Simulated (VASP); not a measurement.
Input of a VASP 6.6.1 run:

File INCAR:

```
PREC = Accurate
ENCUT = 520
EDIFF = 1E-6
ISMEAR = 0
SIGMA = 0.15
LREAL = F
LASPH = T
NELM = 100
ALGO = Fast
ISIF = 2
LWAVE = F
LCHARG = F
GGA = PS
NBANDS = 34
```

KPOINTS

```
regular mesh
0
Gamma
  12 12 12
```

File POSCAR:

```
CoW3
1.0
    3.8582449849      0.0000000000      0.0000000000
    0.0000000000      3.8582449849      0.0000000000
    0.0000000000      0.0000000000      3.8582449849
Co W
1 3
Direct
   -0.0226787050      0.0000000000      0.0000000000
    0.0000000000      0.5000000000      0.5000000000
    0.5000000000      0.0000000000      0.5000000000
    0.5000000000      0.5000000000      0.0000000000
```

Potentials or basis: VASP PAW PBE potentials, release 64 (Co, W_sv).

Command:

```sh
$ cat potpaw_PBE.64/Co/POTCAR potpaw_PBE.64/W_sv/POTCAR > POTCAR
$ mpirun -np 1 vasp_std > vasp.out
```

(1) Predict the pressure.

(2) Estimate the largest force.

Results:

(1) 1.0 GPa.

(2) 0.667 eV/Å.

Caveat: the cell differs from its parent crystal (atom 1 (Co) moved +0.087 Å towards its neighbour atom 1 (Co) at 3.858 Å); the PAW data sets were made with another functional, which shifts forces and pressure a little.
